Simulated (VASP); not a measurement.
# Sr (Fm-3m) in VASP: notebook

The runs below take Sr through single point, with PBE.

Program: VASP 6.6.1. These are calculated values, not measurements. Logs are shortened: lines on timing, memory, paths and dates and some standing lists are left out, and cuts for length are marked.

## (1) The cell of the first run

Symmetry: Fm-3m, No. 225, cubic system. Conventional cell: a = 5.924 Å, b = 5.924 Å, c = 5.924 Å, α = 90.00°, β = 90.00°, γ = 90.00°. Sr (site symmetry m-3m) has 12 Sr at 4.19 Å within 5.5 Å.

## (2) Single point, PBE (strained)

Input file INCAR:

```
  ALGO = Normal
  EDIFF = 1E-6
  ENCUT = 520
  GGA = PE
  ISIF = 2
  ISMEAR = 0
  LASPH = T
  LCHARG = T
  LELF = T
  LREAL = F
  LVHAR = T
  LWAVE = F
  NBANDS = 11
  NELM = 60
  PREC = Accurate
  SIGMA = 0.1
```

Input file KPOINTS:

```
k-points
0
Gamma
  12 12 12
```

Input file POSCAR:

```
Sr
1.0
    0.0000000000      2.9620623835      2.9620623835
    2.9620623835      0.0000000000      2.9620623835
    2.9620623835      2.9620623835      0.0000000000
Sr
1
Direct
    0.0000000000      0.0000000000      0.0000000000
```

Potentials or basis: VASP PAW PBE potentials, release 64 (Sr_sv).

Command:

```bash
$ cat potpaw_PBE.64/Sr_sv/POTCAR > POTCAR
$ mpirun -np 1 vasp_std > vasp.out
```

OUTCAR:

```text
EDIFF = 1E-6
   ENCUT = 520
   GGA = PE
   ISIF = 2
   ISMEAR = 0
   LASPH = T
   LREAL = F
   NELM = 60
   PREC = Accurate

 ion  position               nearest neighbor table
   1  0.000  0.000  0.000-

  LATTYP: Found a face centered cubic cell.
 ALAT       =     5.9241247670

  Lattice vectors:

 A1 = (   0.0000000000,   2.9620623835,   2.9620623835)
 A2 = (   2.9620623835,   0.0000000000,   2.9620623835)
 A3 = (   2.9620623835,   2.9620623835,   0.0000000000)

Analysis of symmetry for initial positions (statically):
=====================================================================
 Subroutine PRICEL returns:
 Original cell was already a primitive cell.

 Routine SETGRP: Setting up the symmetry group for a
 face centered cubic supercell.

 Subroutine GETGRP returns: Found 48 space group operations
 (whereof 48 operations were pure point group operations)
 out of a pool of 48 trial point group operations.

The static configuration has the point symmetry O_h .

Analysis of symmetry for dynamics (positions and initial velocities):
=====================================================================
 Subroutine PRICEL returns:
 Original cell was already a primitive cell.

 Routine SETGRP: Setting up the symmetry group for a
 face centered cubic supercell.

 Subroutine GETGRP returns: Found 48 space group operations
 (whereof 48 operations were pure point group operations)
 out of a pool of 48 trial point group operations.

The dynamic configuration has the point symmetry O_h .

 Subroutine INISYM returns: Found 48 space group operations
 (whereof 48 operations are pure point group operations),
 and found     1 'primitive' translations

----------------------------------------------------------------------------------------

                                     Primitive cell

  volume of cell :      51.9772

  direct lattice vectors                    reciprocal lattice vectors
     0.000000000  2.962062384  2.962062384    -0.168801306  0.168801306  0.168801306
     2.962062384  0.000000000  2.962062384     0.168801306 -0.168801306  0.168801306
     2.962062384  2.962062384  0.000000000     0.168801306  0.168801306 -0.168801306

  length of vectors
     4.188988795  4.188988795  4.188988795     0.292372439  0.292372439  0.292372439

  position of ions in fractional coordinates (direct lattice)
     0.000000000  0.000000000  0.000000000

  ion indices of the primitive-cell ions
   primitive index   ion index
                 1           1

----------------------------------------------------------------------------------------

 KPOINTS: k-points

Automatic generation of k-mesh.
 Grid dimensions read from file:
 generate k-points for:   12   12   12

 Generating k-lattice:

  Cartesian coordinates                     Fractional coordinates (reciprocal lattice)
    -0.014066776  0.014066776  0.014066776     0.083333333  0.000000000  0.000000000
     0.014066776 -0.014066776  0.014066776     0.000000000  0.083333333  0.000000000
     0.014066776  0.014066776 -0.014066776     0.000000000  0.000000000  0.083333333

  Length of vectors
     0.024364370  0.024364370  0.024364370

  Shift w.r.t. Gamma in fractional coordinates (k-lattice)
     0.000000000  0.000000000  0.000000000

 Subroutine IBZKPT returns following result:
 ===========================================

 Found     72 irreducible k-points:

 Following reciprocal coordinates:
            Coordinates               Weight
  0.000000  0.000000  0.000000      1.000000
  0.083333  0.000000  0.000000      8.000000
  0.166667  0.000000  0.000000      8.000000
  0.250000  0.000000  0.000000      8.000000
  0.333333  0.000000  0.000000      8.000000
  0.416667  0.000000  0.000000      8.000000
[... 16 lines left out ...]
  0.500000  0.166667  0.000000     24.000000
 -0.416667  0.166667  0.000000     24.000000
 [... further k-points ...]
   k-points           NKPTS =     72   k-points in BZ     NKDIM =     72   number of bands    NBANDS=     11
   number of dos      NEDOS =    301   number of ions     NIONS =      1
   total plane-waves  NPLWV =  32768
   dimension x,y,z NGX =    32 NGY =   32 NGZ =   32
   dimension x,y,z NGXF=    64 NGYF=   64 NGZF=   64
   ions per type =               1
   NGX,Y,Z   is equivalent  to a cutoff of  12.70, 12.70, 12.70 a.u.
   NGXF,Y,Z  is equivalent  to a cutoff of  25.40, 25.40, 25.40 a.u.
 SYSTEM =  unknown system
   PREC   = accura    normal or accurate (medium, high low for compatibility)
   ISTART =      0    job   : 0-new  1-cont  2-samecut
   ICHARG =      2    charge: 1-file 2-atom 10-const
   ISPIN  =      1    spin polarized calculation?
   LNONCOLLINEAR =      F non collinear calculations
   LSORBIT =      F    spin-orbit coupling
   LASPH  =      T    aspherical Exc in radial PAW
   ENCUT  =  520.0 eV  38.22 Ry    6.18 a.u.   7.79  7.79  7.79*2*pi/ulx,y,z
   NELM   =     60;   NELMIN=  2; NELMDL= -5     # of ELM steps
   EDIFF  = 0.1E-05   stopping-criterion for ELM
   LREAL  =      F    real-space projection
   EDIFFG = 0.1E-04   stopping-criterion for IOM
   NSW    =      0    number of steps for IOM
   IBRION =     -1    ionic relax: 0-MD 1-quasi-New 2-CG
   NFREE  =      0    steps in history (QN), initial steepest desc. (CG)
   ISIF   =      2    stress and relaxation
   ISYM   =      2    0-nonsym 1-usesym 2-fastsym
   POTIM  = 0.5000    time-step for ionic-motion
   TEBEG  =    0.0;   TEEND  =   0.0 temperature during run
   PSTRESS=    0.0 pullay stress
   NELECT =      10.0000    total number of electrons
   NUPDOWN=      -1.0000    fix difference up-down
   EMIN   =  10.00;   EMAX   =-10.00  energy-range for DOS
   EFERMI =   0.00;   METHOD = LEGACY
   ISMEAR =     0;   SIGMA  =   0.10  broadening in eV -4-tet -1-fermi 0-gaus
   EFERMI_NEDOS =   21; number of points for ismear=-14 and -15
   IALGO  =     38    algorithm
   IMIX   =      4    mixing-type and parameters
     AMIX     =   0.40;   BMIX     =  1.00
     AMIX_MAG =   1.60;   BMIX_MAG =  1.00
  volume/ion in A,a.u.               =      51.98       350.76
  Fermi-wavevector in a.u.,A,eV,Ry     =   0.945084  1.785951 12.152515  0.893185
  Thomas-Fermi vector in A             =   2.072952
   LORBIT       =      0    0 simple, 1 ext, 2 COOP (PROOUT), +10 PAW based schemes
   GGA     = PE    functional components
   LHFCALC =     F    Hartree Fock is set to
   AEXX    =    0.0000 exact exchange contribution
   IVDW    =     0    specifies the selected vdW correction
   LEPSILON=     F    determine dielectric tensor
   LRPA    =     F    only Hartree local field effects (RPA)
 non-spin polarized calculation
 Gauss-broadening in eV      SIGMA  =   0.10
  energy-cutoff  :      520.00
  volume of cell :       51.98
 maximum number of plane-waves:      1424
   NGX = 15   NGY = 15   NGZ = 15

 number of electron      10.0000000 magnetization

 Free energy of the ion-electron system (eV)
  ---------------------------------------------------
  ext. energy  EPLUGINS =         0.00000000
  ---------------------------------------------------
  free energy    TOTEN  =        -1.63447264 eV

  energy without entropy =       -1.62851565  energy(sigma->0) =       -1.63149415

 E-fermi :   1.7890     XC(G=0):  -7.5224

 val. band max:        1.7188537822   @ k =  -0.3333   0.4167   0.1667
 cond. band min:       1.7906861693   @ k =  -0.3333   0.3333   0.1667
 fundamental gap:      0.0718323871
 Fermi energy:         1.7889657497

 k-point     1 :       0.0000    0.0000    0.0000
  band No.  band energies     occupation
      1     -34.7282      2.00000
      2     -16.6050      2.00000
      3     -16.6050      2.00000
      4     -16.6050      2.00000
      5      -1.9490      2.00000
      6       4.1861      0.00000
      7       4.1861      0.00000
      8       4.1861      0.00000
      9       5.7439      0.00000
     10       5.7439      0.00000
     11       9.0618      0.00000

 k-point     2 :       0.0833    0.0000    0.0000
  band No.  band energies     occupation
      1     -34.7270      2.00000
      2     -16.6216      2.00000
      3     -16.6072      2.00000
      4     -16.6072      2.00000
      5      -1.8308      2.00000
      6       4.0019      0.00000
      7       4.2424      0.00000
      8       4.2424      0.00000
      9       5.6669      0.00000
     10       5.6669      0.00000
     11       9.3693      0.00000

 k-point     3 :       0.1667    0.0000    0.0000
  band No.  band energies     occupation
      1     -34.7236      2.00000
      2     -16.6664      2.00000
      3     -16.6132      2.00000
      4     -16.6132      2.00000
      5      -1.4886      2.00000
      6       3.5691      0.00000
      7       4.3517      0.00000
      8       4.3517      0.00000
      9       5.5571      0.00000
     10       5.5571      0.00000
     11       9.5573      0.00000

 k-point     4 :       0.2500    0.0000    0.0000
  band No.  band energies     occupation
      1     -34.7191      2.00000
      2     -16.7266      2.00000
      3     -16.6213      2.00000
      4     -16.6213      2.00000
      5      -0.9606      2.00000
      6       3.0662      0.00000
      7       4.3452      0.00000
      8       4.3452      0.00000
      9       5.6856      0.00000
     10       5.6856      0.00000
     11       8.8187      0.00000
[... 239 lines left out ...]
 k-point    22 :       0.4167    0.1667    0.0000
  band No.  band energies     occupation
      1     -34.7108      2.00000
      2     -16.7945      2.00000
      3     -16.6601      2.00000
      4     -16.6509      2.00000
      5       0.2533      2.00000
      6       2.3782      0.00000
      7       3.5409      0.00000
      8       4.5203      0.00000
      9       5.9698      0.00000
     10       6.7885      0.00000
     11       8.1448      0.00000

 k-point    23 :       0.5000    0.1667    0.0000
  band No.  band energies     occupation
      1     -34.7085      2.00000
      2     -16.8197      2.00000
      3     -16.6728      2.00000
      4     -16.6510      2.00000
      5       0.8649      2.00000
      6       1.9858      0.00537
      7       3.4438      0.00000
      8       4.4038      0.00000
      9       6.5224      0.00000
     10       6.9010      0.00000
     11       7.5208      0.00000

 k-point    24 :      -0.4167    0.1667    0.0000
  band No.  band energies     occupation
      1     -34.7082      2.00000
      2     -16.8218      2.00000
      3     -16.6807      2.00000
      4     -16.6462      2.00000
      5       1.0091      2.00000
      6       1.9126      0.08033
      7       3.4019      0.00000
      8       4.3605      0.00000
      9       6.5305      0.00000
     10       6.8524      0.00000
     11       7.5830      0.00000

 [... further k-points ...]

------------------------ aborting loop because EDIFF is reached ----------------------------------------

  FORCE on cell =-STRESS in cart. coord.  units (eV):
  Direction    XX          YY          ZZ          XY          YZ          ZX
  --------------------------------------------------------------------------------------
  -------------------------------------------------------------------------------------
  Total        0.2159201      0.2159201      0.2159201      0.0000000      0.0000000      0.0000000
  in kB        6.6556596      6.6556596      6.6556596      0.0000000      0.0000000      0.0000000
  external PRESSURE =       6.6556596 kB  Pullay stress =       0.0000000 kB

 VOLUME and BASIS-vectors are now :
 -----------------------------------------------------------------------------
  energy-cutoff  :      520.00
  volume of cell :       51.98
      direct lattice vectors                 reciprocal lattice vectors
     0.000000000  2.962062384  2.962062384    -0.168801306  0.168801306  0.168801306
     2.962062384  0.000000000  2.962062384     0.168801306 -0.168801306  0.168801306
     2.962062384  2.962062384  0.000000000     0.168801306  0.168801306 -0.168801306

 POSITION                                       TOTAL-FORCE (eV/Angst)
 -----------------------------------------------------------------------------------
      0.00000      0.00000      0.00000         0.000000     -0.000000     -0.000000
 -----------------------------------------------------------------------------------
    total drift:                                0.000000      0.000000      0.000000

  FREE ENERGIE OF THE ION-ELECTRON SYSTEM (eV)
  ---------------------------------------------------
  free  energy   TOTEN  =        -1.6344726444 eV

  energy  without entropy=       -1.6285156538  energy(sigma->0) =       -1.63149415
```

Run time: 20 s. Hardware: 1 thread of Intel Xeon Platinum 8375C at 2.90GHz (Ice Lake), shared host; peak memory 0.19 GiB.

Results:

| Property | Result |
| --- | --- |
| Free energy | -1.6345 eV |
| Pressure | 0.7 GPa |
| Band gap on the k mesh | zero (bands 5 and 6 overlap by 0.01 eV) |

Caveat: the cell differs from its parent crystal (strained).

## (3) Single point, PBE (strained)

Input file INCAR:

```
PREC = Accurate
ENCUT = 520
EDIFF = 1E-6
ISMEAR = 0
SIGMA = 0.1
LREAL = F
LASPH = T
NELM = 100
ALGO = Fast
ISIF = 2
LWAVE = F
LCHARG = F
GGA = PE
NBANDS = 11
```

Input file KPOINTS:

```
Automatic mesh
0
Gamma
  12 12 12
```

Input file POSCAR:

```
Sr
1.0
    0.0000000000      3.0554929520      3.0554929520
    3.0554929520      0.0000000000      3.0554929520
    3.0554929520      3.0554929520      0.0000000000
Sr
1
Direct
    0.0000000000      0.0000000000      0.0000000000
```

Potentials or basis: VASP PAW PBE potentials, release 64 (Sr_sv).

Command:

```bash
$ cat potpaw_PBE.64/Sr_sv/POTCAR > POTCAR
$ mpirun -np 1 vasp_std > vasp.out
```

OUTCAR:

```text
PREC = Accurate
   ENCUT = 520
   EDIFF = 1E-6
   ISMEAR = 0
   LREAL = F
   LASPH = T
   NELM = 100
   ISIF = 2
   GGA = PE

 ion  position               nearest neighbor table
   1  0.000  0.000  0.000-

  LATTYP: Found a face centered cubic cell.
 ALAT       =     6.1109859040

  Lattice vectors:

 A1 = (   0.0000000000,   3.0554929520,   3.0554929520)
 A2 = (   3.0554929520,   0.0000000000,   3.0554929520)
 A3 = (   3.0554929520,   3.0554929520,   0.0000000000)

Analysis of symmetry for initial positions (statically):
=====================================================================
 Subroutine PRICEL returns:
 Original cell was already a primitive cell.

 Routine SETGRP: Setting up the symmetry group for a
 face centered cubic supercell.

 Subroutine GETGRP returns: Found 48 space group operations
 (whereof 48 operations were pure point group operations)
 out of a pool of 48 trial point group operations.

The static configuration has the point symmetry O_h .

Analysis of symmetry for dynamics (positions and initial velocities):
[... 165 lines left out ...]
 k-point     1 :       0.0000    0.0000    0.0000
  band No.  band energies     occupation
      1     -35.2322      2.00000
      2     -17.1254      2.00000
      3     -17.1254      2.00000
      4     -17.1254      2.00000
      5      -2.1288      2.00000
      6       3.7631      0.00000
      7       3.7631      0.00000
      8       3.7631      0.00000
      9       5.1715      0.00000
     10       5.1715      0.00000
     11       8.4517      0.00000
[... 309 lines left out ...]
 k-point    24 :      -0.4167    0.1667    0.0000
  band No.  band energies     occupation
      1     -35.2194      2.00000
      2     -17.2804      2.00000
      3     -17.1799      2.00000
      4     -17.1554      2.00000
      5       0.6944      2.00000
      6       1.5249      0.30789
      7       3.0343      0.00000
      8       3.9215      0.00000
      9       5.8820      0.00000
     10       6.1031      0.00000
     11       6.7498      0.00000

 [... further k-points ...]

------------------------ aborting loop because EDIFF is reached ----------------------------------------

  FORCE on cell =-STRESS in cart. coord.  units (eV):
  Direction    XX          YY          ZZ          XY          YZ          ZX
  --------------------------------------------------------------------------------------
  -------------------------------------------------------------------------------------
  Total       -0.1569486     -0.1569486     -0.1569486      0.0000000      0.0000000      0.0000000
  in kB       -4.4075194     -4.4075194     -4.4075194      0.0000000      0.0000000      0.0000000
  external PRESSURE =      -4.4075194 kB  Pullay stress =       0.0000000 kB

 VOLUME and BASIS-vectors are now :
 -----------------------------------------------------------------------------
  energy-cutoff  :      520.00
  volume of cell :       57.05
      direct lattice vectors                 reciprocal lattice vectors
     0.000000000  3.055492952  3.055492952    -0.163639716  0.163639716  0.163639716
     3.055492952  0.000000000  3.055492952     0.163639716 -0.163639716  0.163639716
     3.055492952  3.055492952  0.000000000     0.163639716  0.163639716 -0.163639716

 POSITION                                       TOTAL-FORCE (eV/Angst)
 -----------------------------------------------------------------------------------
      0.00000      0.00000      0.00000         0.000000      0.000000      0.000000
 -----------------------------------------------------------------------------------
    total drift:                                0.000000      0.000000     -0.000000

  FREE ENERGIE OF THE ION-ELECTRON SYSTEM (eV)
  ---------------------------------------------------
  free  energy   TOTEN  =        -1.6369785166 eV

  energy  without entropy=       -1.6285211906  energy(sigma->0) =       -1.63274985
```

OSZICAR:

```text
N       E                     dE             d eps       ncg     rms          rms(c)
DAV:   1     0.355785741865E+02    0.35579E+02   -0.47779E+03  1592   0.779E+02
DAV:   2     0.140844822905E+00   -0.35438E+02   -0.34780E+02  1797   0.148E+02
DAV:   3    -0.155132511441E+01   -0.16922E+01   -0.16695E+01  2369   0.240E+01
DAV:   4    -0.163224754375E+01   -0.80922E-01   -0.80778E-01  2022   0.472E+00
DAV:   5    -0.163391971401E+01   -0.16722E-02   -0.16720E-02  2290   0.566E-01    0.109E+01
RMM:   6    -0.163573200376E+01   -0.18123E-02   -0.64463E-03  1665   0.937E-01    0.617E+00
RMM:   7    -0.163683331611E+01   -0.11013E-02   -0.12609E-02  1738   0.136E+00    0.282E-01
RMM:   8    -0.163688909792E+01   -0.55782E-04   -0.22748E-03  2115   0.354E-01    0.588E-02
RMM:   9    -0.163695680205E+01   -0.67704E-04   -0.45722E-04  2474   0.998E-02    0.442E-02
RMM:  10    -0.163697848503E+01   -0.21683E-04   -0.75598E-05  2311   0.515E-02    0.561E-02
RMM:  11    -0.163697784844E+01    0.63659E-06   -0.37255E-05  2400   0.334E-02    0.565E-03
RMM:  12    -0.163697851656E+01   -0.66812E-06   -0.50258E-06  2061   0.101E-02
   1 F= -.16369785E+01 E0= -.16327499E+01  d E =-.845733E-02
```

stdout:

```text
POSCAR found type information on POSCAR Sr
 POSCAR found :  1 types and       1 ions
 scaLAPACK will be used
 LDA part: xc-table for (Slater+PW92), standard interpolation
 POSCAR, INCAR and KPOINTS ok, starting setup
 FFT: planning ... GRIDC
 FFT: planning ... GRID_SOFT
 FFT: planning ... GRID
 WAVECAR not read
 entering main loop
```

It took 22 s on 1 thread of Intel Xeon Platinum 8375C at 2.90GHz (Ice Lake), shared host; peak memory 0.2 GiB.

What came out:

| Quantity | Value |
| --- | --- |
| Free energy | -1.6370 eV |
| Pressure | -0.4 GPa |
| Band gap on the k mesh | zero (bands 5 and 6 overlap by 0.09 eV) |

Caveat: the cell differs from its parent crystal (strained).

(Part 1 of 2 ends here.)

The gap in the log of VASP goes by the Fermi energy; the results here count the filled bands.